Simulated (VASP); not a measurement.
Here is a VASP 6.6.1 calculation.

File INCAR:

```
  ALGO = Normal
  EDIFF = 1E-6
  ENCUT = 520
  GGA = PS
  ISIF = 2
  ISMEAR = -1
  IVDW = 12
  LASPH = T
  LCHARG = F
  LREAL = F
  LWAVE = F
  NBANDS = 46
  NELM = 100
  PREC = Accurate
  SIGMA = 0.1
```

File KPOINTS:

```
k-points
0
Gamma
  7 7 5
```

File POSCAR:

```
Ti2Ga
1.0
    4.5100000000      0.0000000000      0.0000000000
   -2.2550000000      3.9057745700      0.0000000000
    0.0000000000      0.0000000000      5.5000000000
Ti Ga
4 2
Direct
    0.3333333333      0.6666666667      0.7500000000
    0.6666666667      0.3333333333      0.2500000000
    0.0000000000      0.0000000000      0.0000000000
    0.0000000000      0.0000000000      0.5000000000
    0.3333333333      0.6666666667      0.2500000000
    0.6666666667      0.3333333333      0.7500000000
```

Potentials or basis: VASP PAW PBE potentials, release 64 (Ti_sv, Ga_d).

Command:

```sh
$ cat potpaw_PBE.64/Ti_sv/POTCAR potpaw_PBE.64/Ga_d/POTCAR > POTCAR
$ mpirun -np 1 vasp_std > vasp.out
```

Q: Estimate the dispersion energy per atom.

A: -0.537 eV.

Q: What does it give for the pressure?

A: -9.5 GPa.

Stress tensor (GPa, compression positive):
```
 -8.74   0.00   0.00
  0.00  -8.74   0.00
  0.00   0.00 -10.88
```

Caveat: three body term missing; the cell stands under tension; the PAW data sets were made with another functional, which shifts forces and pressure a little.
